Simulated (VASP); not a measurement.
# B33N32 (a cell with a defect) in VASP: single point with r2SCAN

Aim: the single point of B33N32 (a cell with a defect) with r2SCAN.

All numbers are computed with VASP 6.6.1; they aren't measurements. Logs are shortened: lines on timing, memory, paths and dates and some standing lists are left out, and cuts for length are marked.

### 1 The cell of the first run

The cell holds a defect, 65 atoms: a = 7.212 Å, b = 7.212 Å, c = 7.212 Å, α = 90.00°, β = 90.00°, γ = 90.00°.

### 2 Single point, r2SCAN, collinear spin

Input file POSCAR:

```
B33N32
1.0
    7.2115910000      0.0000000000      0.0000000000
    0.0000000000      7.2115910000      0.0000000000
    0.0000000000      0.0000000000      7.2115910000
B N
33 32
Direct
    0.0003420000      0.0000380000      0.9922950000
    0.0015680000      0.0012950000      0.4896030000
    0.0009090000      0.4940310000      0.9970070000
    0.0001990000      0.4987730000      0.4911080000
    0.4942680000      0.0006130000      0.9969820000
    0.4990390000      0.9998180000      0.4910890000
    0.4986670000      0.4982520000      0.9926880000
    0.4939630000      0.4935610000      0.4899440000
    0.6971530000      0.6968790000      0.7953520000
    0.2488480000      0.2485400000      0.9932130000
    0.2486710000      0.2484080000      0.4915920000
    0.2456290000      0.7490670000      0.9944120000
    0.2468410000      0.7482050000      0.4897870000
    0.7493100000      0.2453410000      0.9943620000
    0.7484210000      0.2464330000      0.4897310000
    0.7503680000      0.7500930000      0.0211440000
    0.7540890000      0.7537100000      0.4838250000
    0.2488090000      0.9992720000      0.2425050000
    0.2469320000      0.0011200000      0.7426070000
    0.2487200000      0.4975790000      0.2423840000
    0.2455450000      0.4965040000      0.7419300000
    0.7485350000      0.0013040000      0.2446570000
    0.7540110000      0.0072030000      0.7373870000
    0.7492150000      0.4965800000      0.2458470000
    0.7494590000      0.4707690000      0.7407020000
    0.9995260000      0.2485210000      0.2424990000
    0.0014070000      0.2466130000      0.7426280000
    0.0016260000      0.7482730000      0.2447000000
    0.0075920000      0.7537020000      0.7374000000
    0.4978600000      0.2483860000      0.2423670000
    0.4968090000      0.2451710000      0.7419490000
    0.4969040000      0.7489430000      0.2458300000
    0.4710990000      0.7490490000      0.7407490000
    0.1244350000      0.1241430000      0.1175940000
    0.1250150000      0.1247540000      0.6173760000
    0.1228840000      0.6237590000      0.1178950000
    0.1246470000      0.6238720000      0.6164530000
    0.6240110000      0.1225940000      0.1178530000
    0.6240940000      0.1242650000      0.6164050000
    0.6231960000      0.6228820000      0.1239400000
    0.3745290000      0.3741730000      0.1174300000
    0.3737660000      0.3734810000      0.6188720000
    0.3739280000      0.8726780000      0.1180300000
    0.3704310000      0.8757400000      0.6157790000
    0.8729270000      0.3736340000      0.1180480000
    0.8760530000      0.3700730000      0.6158220000
    0.8762680000      0.8759490000      0.1217340000
    0.8774010000      0.8770940000      0.6144830000
    0.3742330000      0.1240520000      0.3674850000
    0.3739860000      0.1225190000      0.8680090000
    0.3739230000      0.6236580000      0.3690040000
    0.3682680000      0.6228410000      0.8687470000
    0.8745650000      0.1247540000      0.3668930000
    0.8755390000      0.1243110000      0.8678540000
    0.8755230000      0.6238220000      0.3674120000
    0.8788430000      0.6279720000      0.8634720000
    0.1243560000      0.3739660000      0.3674940000
    0.1228280000      0.3737070000      0.8680360000
    0.1250790000      0.8743360000      0.3669200000
    0.1245940000      0.8752640000      0.8678630000
    0.6239070000      0.3735740000      0.3690040000
    0.6232000000      0.3679490000      0.8687460000
    0.6240890000      0.8752120000      0.3673580000
    0.6283750000      0.8785320000      0.8634850000
    0.6283080000      0.6278640000      0.6132740000
```

Input file INCAR.step1:

```
SYSTEM = B33N32
ALGO = Normal
EDIFF = 1E-4
ENCUT = 520
GGA = PE
ISMEAR = -1
ISPIN = 2
ISYM = 0
LASPH = .True.
LCHARG = .False.
LREAL = Auto
LWAVE = .True.
MAGMOM = 0 0 0 0 0 0 0 0.077 0.077 0 0 0 0 0 0 0 0.077 0 0 0 0 0 0 0.077 0.077 0 0 0 0 0 0 0.077 0.077 0 0 0 0 0 0 0.077 0 0 0 0 0 0 0 0 0 0 0.077 0 0 0 0.077 0 0 0 0 0 0.077 0 0.077 0 0.077
NBANDS = 172
NELECT = 257.0
NELM = 150
PREC = Accurate
SIGMA = 0.05
```

Input file INCAR.step2:

```
SYSTEM = B33N32
ALGO = Normal
EDIFF = 1E-6
ENCUT = 520
ISIF = 2
ISMEAR = -1
ISPIN = 2
ISTART = 1
ISYM = 0
LASPH = .True.
LCHARG = .False.
LMIXTAU = .True.
LORBIT = 11
LREAL = Auto
LWAVE = .False.
MAGMOM = 0 0 0 0 0 0 0 0.077 0.077 0 0 0 0 0 0 0 0.077 0 0 0 0 0 0 0.077 0.077 0 0 0 0 0 0 0.077 0.077 0 0 0 0 0 0 0.077 0 0 0 0 0 0 0 0 0 0 0.077 0 0 0 0.077 0 0 0 0 0 0.077 0 0.077 0 0.077
METAGGA = R2SCAN
NBANDS = 172
NELECT = 257.0
NELM = 150
PREC = Accurate
SIGMA = 0.05
```

Input file KPOINTS:

```
Automatic mesh
0
Gamma
  1 1 1
  0.25 0.25 0.25
```

Potentials or basis: VASP PAW PBE potentials, release 64 (B, N).

Command:

```
$ cat potpaw_PBE.64/B/POTCAR potpaw_PBE.64/N/POTCAR > POTCAR
$ cp INCAR.step1 INCAR
$ mpirun -np 1 vasp_std > vasp.out
$ cp INCAR.step2 INCAR
$ mpirun -np 1 vasp_std > vasp.out
```

OUTCAR:

```text
SYSTEM = B33N32
   EDIFF = 1E-6
   ENCUT = 520
   ISIF = 2
   ISMEAR = -1
   ISPIN = 2
   ISTART = 1
   ISYM = 0
   LASPH = .True.
   LORBIT = 11
   LREAL = Auto
   METAGGA = R2SCAN
   NELECT = 257.0
   NELM = 150
   PREC = Accurate

 ion  position               nearest neighbor table
   1  0.000  0.000  0.992-  60 1.55  34 1.56  54 1.56  47 1.57
   2  0.002  0.001  0.490-  59 1.55  53 1.55  48 1.55  35 1.56
   3  0.001  0.494  0.997-  45 1.54  58 1.55  36 1.55  56 1.62
   4  0.000  0.499  0.491-  57 1.55  55 1.55  37 1.56  46 1.57
   5  0.494  0.001  0.997-  43 1.54  50 1.55  38 1.55  64 1.62
   6  0.499  1.000  0.491-  49 1.55  63 1.55  39 1.56  44 1.57
   7  0.499  0.498  0.993-  41 1.55  62 1.58  52 1.58  40 1.58
   8  0.494  0.494  0.490-  42 1.54  61 1.55  51 1.55  65 1.63
   9  0.697  0.697  0.795-  64 1.48  56 1.48  65 1.49  16 1.72  33 1.72  25 1.72
  10  0.249  0.249  0.993-  34 1.55  41 1.56  50 1.57  58 1.57
  11  0.249  0.248  0.492-  35 1.55  57 1.56  49 1.56  42 1.57
  12  0.246  0.749  0.994-  36 1.55  60 1.56  52 1.56  43 1.56
  13  0.247  0.748  0.490-  59 1.54  51 1.55  37 1.55  44 1.57
  14  0.749  0.245  0.994-  38 1.55  54 1.56  62 1.56  45 1.56
  15  0.748  0.246  0.490-  53 1.54  61 1.55  39 1.55  46 1.57
  16  0.750  0.750  0.021-  47 1.47  40 1.49  64 1.71  56 1.71   9 1.72
  17  0.754  0.754  0.484-  55 1.53  63 1.53  48 1.57  65 1.59
  18  0.249  0.999  0.243-  59 1.55  34 1.56  49 1.56  43 1.57
  19  0.247  0.001  0.743-  35 1.54  60 1.56  50 1.56  44 1.56
  20  0.249  0.498  0.242-  57 1.55  41 1.56  36 1.57  51 1.57
  21  0.246  0.497  0.742-  58 1.55  37 1.56  42 1.56  52 1.57
  22  0.749  0.001  0.245-  53 1.55  38 1.55  63 1.55  47 1.57
  23  0.754  0.007  0.737-  39 1.53  54 1.54  48 1.57  64 1.58
  24  0.749  0.497  0.246-  61 1.55  40 1.56  45 1.56  55 1.56
  25  0.749  0.471  0.741-  46 1.47  62 1.49  65 1.70  56 1.71   9 1.72
  26  1.000  0.249  0.242-  53 1.55  34 1.56  57 1.56  45 1.57
[... 27 lines left out ...]
  54  0.876  0.124  0.868-  23 1.54  27 1.55   1 1.56  14 1.56
  55  0.876  0.624  0.367-  17 1.53  28 1.55   4 1.55  24 1.56
  56  0.879  0.628  0.863-   9 1.48  29 1.58   3 1.62  16 1.71  25 1.71
  57  0.124  0.374  0.367-   4 1.55  20 1.55  11 1.56  26 1.56
  58  0.123  0.374  0.868-   3 1.55  21 1.55  27 1.56  10 1.57
  59  0.125  0.874  0.367-  13 1.54  28 1.55  18 1.55   2 1.55
  60  0.125  0.875  0.868-  29 1.54   1 1.55  19 1.56  12 1.56
  61  0.624  0.374  0.369-   8 1.55  24 1.55  15 1.55  30 1.57
  62  0.623  0.368  0.869-  25 1.49  14 1.56  31 1.57   7 1.58
  63  0.624  0.875  0.367-  17 1.53  22 1.55   6 1.55  32 1.56
  64  0.628  0.879  0.863-   9 1.48  23 1.58   5 1.62  16 1.71  33 1.72
  65  0.628  0.628  0.613-   9 1.49  17 1.59   8 1.63  25 1.70  33 1.70

IMPORTANT INFORMATION: All symmetrisations will be switched off!
NOSYMM: (Re-)initialisation of all symmetry stuff for point group C_1.

----------------------------------------------------------------------------------------

                                     Primitive cell

  volume of cell :     375.0535

  direct lattice vectors                    reciprocal lattice vectors
     7.211591000  0.000000000  0.000000000     0.138665656  0.000000000  0.000000000
     0.000000000  7.211591000  0.000000000     0.000000000  0.138665656  0.000000000
     0.000000000  0.000000000  7.211591000     0.000000000  0.000000000  0.138665656

  length of vectors
     7.211591000  7.211591000  7.211591000     0.138665656  0.138665656  0.138665656

  position of ions in fractional coordinates (direct lattice)
     0.000342000  0.000038000  0.992295000
     0.001568000  0.001295000  0.489603000
     0.000909000  0.494031000  0.997007000
     0.000199000  0.498773000  0.491108000
     0.494268000  0.000613000  0.996982000
     0.499039000  0.999818000  0.491089000
[... 57 lines left out ...]
     0.628375000  0.878532000  0.863485000
     0.628308000  0.627864000  0.613274000

  ion indices of the primitive-cell ions
   primitive index   ion index
[... 121 lines left out ...]
   NFREE  =      0    steps in history (QN), initial steepest desc. (CG)
   ISIF   =      2    stress and relaxation
   ISYM   =      0    0-nonsym 1-usesym 2-fastsym
   POTIM  = 0.5000    time-step for ionic-motion
   TEBEG  =    0.0;   TEEND  =   0.0 temperature during run
   PSTRESS=    0.0 pullay stress
   NELECT =     257.0000    total number of electrons
   NUPDOWN=      -1.0000    fix difference up-down
   EMIN   =  10.00;   EMAX   =-10.00  energy-range for DOS
   EFERMI =   0.00;   METHOD = LEGACY
   ISMEAR =    -1;   SIGMA  =   0.05  broadening in eV -4-tet -1-fermi 0-gaus
   EFERMI_NEDOS =   21; number of points for ismear=-14 and -15
   IALGO  =     38    algorithm
   IMIX   =      4    mixing-type and parameters
     AMIX     =   0.40;   BMIX     =  1.00
     AMIX_MAG =   1.60;   BMIX_MAG =  1.00
  volume/ion in A,a.u.               =       5.77        38.94
  Fermi-wavevector in a.u.,A,eV,Ry     =   1.443294  2.727430 28.342260  2.083097
  Thomas-Fermi vector in A             =   2.561718
   LORBIT       =     11    0 simple, 1 ext, 2 COOP (PROOUT), +10 PAW based schemes
   METAGGA = R2SCAN    functional components
   LHFCALC =     F    Hartree Fock is set to
   AEXX    =    0.0000 exact exchange contribution
   IVDW    =     0    specifies the selected vdW correction
   LEPSILON=     F    determine dielectric tensor
   LRPA    =     F    only Hartree local field effects (RPA)
 spin polarized calculation
  energy-cutoff  :      520.00
  volume of cell :      375.05
 maximum number of plane-waves:     10107
 NGX is ok and might be reduce to    54
   NGX = 27   NGY = 27   NGZ = 27

 number of electron     257.0000036 magnetization       1.0000000

 Free energy of the ion-electron system (eV)
  ---------------------------------------------------
  ext. energy  EPLUGINS =         0.00000000
  ---------------------------------------------------
  free energy    TOTEN  =      -629.91855973 eV

  energy without entropy =     -629.91855973  energy(sigma->0) =     -629.91855973

 E-fermi :  10.9008     XC(G=0): -13.7193

 val. band max:        9.9507787005   @ k =  -0.2500  -0.2500   0.2500
 cond. band min:      11.8994343859   @ k =   0.2500  -0.2500   0.2500
 fundamental gap:      1.9486556854
 Fermi energy:        10.9007514619

 spin component 1

 k-point     1 :       0.2500    0.2500    0.2500
  band No.  band energies     occupation
      1     -14.1520      1.00000
      2     -13.0430      1.00000
      3     -12.6368      1.00000
      4     -12.5171      1.00000
      5     -11.8487      1.00000
      6     -11.6205      1.00000
[... 561 lines left out ...]
    139      15.6255      0.00000
    140      15.9447      0.00000
 Fermi energy:        10.9007514619

 spin component 2

 k-point     1 :       0.2500    0.2500    0.2500
  band No.  band energies     occupation
      1     -14.0009      1.00000
      2     -12.9859      1.00000
      3     -12.6143      1.00000
      4     -12.4969      1.00000
      5     -11.8184      1.00000
      6     -11.6032      1.00000
[... 561 lines left out ...]
    139      15.7245      0.00000
    140      16.1197      0.00000
 [bands above 140 left out]

------------------------ aborting loop because EDIFF is reached ----------------------------------------

  FORCE on cell =-STRESS in cart. coord.  units (eV):
  Direction    XX          YY          ZZ          XY          YZ          ZX
  --------------------------------------------------------------------------------------
  -------------------------------------------------------------------------------------
  Total       -1.4085215     -1.4126275     -1.4464037      2.4820549     -2.3792698     -2.4249753
  in kB       -6.0170110     -6.0345513     -6.1788385     10.6029985    -10.1639146    -10.3591622
  external PRESSURE =      -6.0768003 kB  Pullay stress =       0.0000000 kB

 VOLUME and BASIS-vectors are now :
 -----------------------------------------------------------------------------
  energy-cutoff  :      520.00
  volume of cell :      375.05
      direct lattice vectors                 reciprocal lattice vectors
     7.211591000  0.000000000  0.000000000     0.138665656  0.000000000  0.000000000
     0.000000000  7.211591000  0.000000000     0.000000000  0.138665656  0.000000000
     0.000000000  0.000000000  7.211591000     0.000000000  0.000000000  0.138665656

 POSITION                                       TOTAL-FORCE (eV/Angst)
 -----------------------------------------------------------------------------------
      0.00247      0.00027      7.15603         0.052681      0.059852      0.034255
      0.01131      0.00934      3.53082         0.045588      0.044156      0.107810
      0.00656      3.56275      7.19001         0.091269      0.009546      0.097604
      0.00144      3.59695      3.54167         0.061177      0.062919      0.057689
      3.56446      0.00442      7.18983         0.019853      0.092822      0.099563
      3.59887      7.21028      3.54153         0.066463      0.073093      0.052719
[... 57 lines left out ...]
      4.53158      6.33561      6.22710         0.091749     -0.019826     -0.074042
      4.53110      4.52790      4.42268         0.063048      0.074369      0.009783
 -----------------------------------------------------------------------------------
    total drift:                                0.011018      0.010631     -0.009496

  FREE ENERGIE OF THE ION-ELECTRON SYSTEM (eV)
  ---------------------------------------------------
  free  energy   TOTEN  =      -629.9185597349 eV

  energy  without entropy=     -629.9185597317  energy(sigma->0) =     -629.91855973

 total charge

# of ion       s       p       d       tot
------------------------------------------
    1        0.679   1.338   0.000   2.017
    2        0.683   1.350   0.000   2.033
    3        0.676   1.309   0.000   1.985
    4        0.679   1.337   0.000   2.016
    5        0.676   1.309   0.000   1.985
    6        0.679   1.337   0.000   2.017
[... 57 lines left out ...]
   64        1.237   2.739   0.000   3.977
   65        1.237   2.739   0.000   3.976
--------------------------------------------------
tot         61.912 133.861   0.000 195.773

 magnetization (x)

# of ion       s       p       d       tot
------------------------------------------
    1        0.000   0.001   0.000   0.001
    2        0.001   0.004   0.000   0.005
    3        0.001   0.001   0.000   0.001
    4        0.000   0.001   0.000   0.001
    5        0.001   0.001   0.000   0.001
    6        0.000   0.001   0.000   0.001
[... 57 lines left out ...]
   64        0.003   0.018   0.000   0.021
   65        0.003   0.017   0.000   0.020
--------------------------------------------------
tot          0.095   0.590   0.000   0.685
```

Wall time 66 min (1 thread of Oxide Virtual Turin-like, shared host); peak memory 0.76 GiB.

What came out:

- Free energy: -629.9186 eV
- Largest force: 0.257 eV/Å
- Net moment: 1.00 μB per cell
- Site moments: B +0.00, +0.01, -0.00, +0.43, +0.02 (each value once); N -0.00, +0.00, +0.02, +0.01 (each value once) μB
- Valence electrons inside the program's atomic spheres: B 2.02, 2.03, 1.99, 1.97, 2.31, 2.01, 2.04 (each value once); N 4.02, 4.03, 4.04, 3.98 (each value once)

Forces on the atoms (eV/Å):
```
B    0.053  0.060  0.034
B    0.046  0.044  0.108
B    0.091  0.010  0.098
B    0.061  0.063  0.058
B    0.020  0.093  0.100
B    0.066  0.073  0.053
B   -0.005  0.014  0.104
B   -0.007  0.015  0.024
B   -0.154 -0.172  0.113
B    0.042  0.047  0.074
B    0.049  0.044  0.071
B    0.052  0.040  0.060
B    0.045  0.084  0.043
B    0.051  0.048  0.069
B    0.096  0.058  0.057
B    0.009  0.003 -0.009
B    0.011  0.027  0.053
B    0.051  0.060  0.047
B    0.037  0.077  0.071
B    0.058  0.069  0.052
B    0.045  0.049  0.090
B    0.081  0.074  0.031
B    0.046  0.085  0.072
B    0.065  0.036  0.043
B    0.052  0.002  0.054
B    0.061  0.052  0.046
B    0.079  0.044  0.072
B    0.073  0.080  0.031
B    0.066  0.046  0.074
B    0.067  0.056  0.054
B    0.048  0.058  0.080
B    0.031  0.058  0.043
B   -0.004  0.062  0.044
N   -0.060 -0.058 -0.045
N   -0.053 -0.063 -0.071
N   -0.066 -0.087 -0.057
N   -0.071 -0.061 -0.073
N   -0.082 -0.074 -0.055
N   -0.047 -0.069 -0.062
N    0.024  0.025 -0.101
N   -0.053 -0.042 -0.079
N   -0.024 -0.036 -0.080
N   -0.040 -0.042 -0.063
N   -0.013 -0.162  0.039
N   -0.033 -0.039 -0.064
N   -0.154 -0.014  0.013
N   -0.158 -0.155 -0.075
N   -0.007 -0.012 -0.086
N   -0.043 -0.061 -0.051
N   -0.044 -0.054 -0.079
N   -0.033 -0.085 -0.042
N   -0.019 -0.007 -0.128
N   -0.079 -0.052 -0.063
N   -0.062 -0.068 -0.089
N   -0.052 -0.047 -0.048
N   -0.024  0.109 -0.079
N   -0.062 -0.045 -0.055
N   -0.052 -0.046 -0.082
N   -0.054 -0.088 -0.063
N   -0.057 -0.065 -0.091
N   -0.071 -0.034 -0.046
N   -0.015 -0.021 -0.140
N   -0.032 -0.061 -0.035
N    0.092 -0.020 -0.074
N    0.063  0.074  0.010
```

Levels at points of the mesh, in eV from the Fermi level:
Spin up:
| k point | band 126 | band 127 | band 128 | band 129 | band 130 | band 131 | band 132 | band 133 |
| --- | --- | --- | --- | --- | --- | --- | --- | --- |
| (0.25, 0.25, 0.25) | -4.67 | -3.92 | -3.88 | -1.12 | 2.38 | 2.44 | 2.92 | 3.45 |
Spin down:
| k point | band 124 | band 125 | band 126 | band 127 | band 128 | band 129 | band 130 | band 131 | band 132 | band 133 |
| --- | --- | --- | --- | --- | --- | --- | --- | --- | --- | --- |
| (0.25, 0.25, 0.25) | -4.73 | -4.72 | -4.66 | -3.90 | -3.87 | 1.00 | 2.43 | 2.46 | 3.15 | 3.56 |

Caveat: the cell carries a net charge on a neutralising background, which shifts energy and pressure; the cell is charged against a uniform background, so pressure and absolute levels hang on convention; the PAW data sets were made with another functional, which shifts forces and pressure a little.
